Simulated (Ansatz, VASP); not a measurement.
# B2N3O in VASP and in Ansatz

```
B N O
1.0
     4.06783    0.00000    0.00000
     0.00000    4.06783    0.00000
     0.00000    0.00000    3.57147
B N O
2 3 1
Direct
  0.50000 0.00000 0.50000
  0.00000 0.50000 0.50000
  0.50000 0.00000 0.00000
  0.00000 0.50000 0.00000
  0.50000 0.50000 0.00000
  0.00000 0.00000 0.50000
```

Alike in both runs: task relaxation of cell and atoms; functional PBE; k mesh 4 × 4 × 6; occupations gaussian, width 0.1 eV; collinear spin.

|  | VASP | Ansatz |
| --- | --- | --- |
| version | VASP 6.6.1 | Ansatz 0.2.0 |
| potentials or method | VASP PAW PBE potentials, release 64 (B, N, O), cutoff 600 eV | scalar-relativistic, plane waves, PAW |
| valence electrons in the cell | 27 | 27 |

|  | VASP | Ansatz | Ansatz less VASP |
| --- | --- | --- | --- |
| gap on the k mesh at the Fermi level, each at its own relaxed structure (eV) | none | none | - |
| net moment per atom (μB) | 0.00 | 0.13 | +0.129 |
| size of the moment on the site where the two differ most (μB) | 0.00 | 0.72 | +0.721 |
| relaxed volume (Å³/atom) | 8.18 | 8.46 | +0.278 |
| relaxed length of the cell vector where the two differ most in proportion (Å) | 4.241 | 4.323 | +0.0813 |

The net moments are unlike, so the other rows may belong to different states. Site moments also hang on the region over which each program counts them. A gap of «none» marks a metal or a gap that the smearing closes. Ansatz's warnings: seeded moment not kept.

The k mesh is coarse, so the values compare programs but aren't converged. Noted on VASP's run: the volume moved by over 15 % at a fixed basis, so the end points are rough.
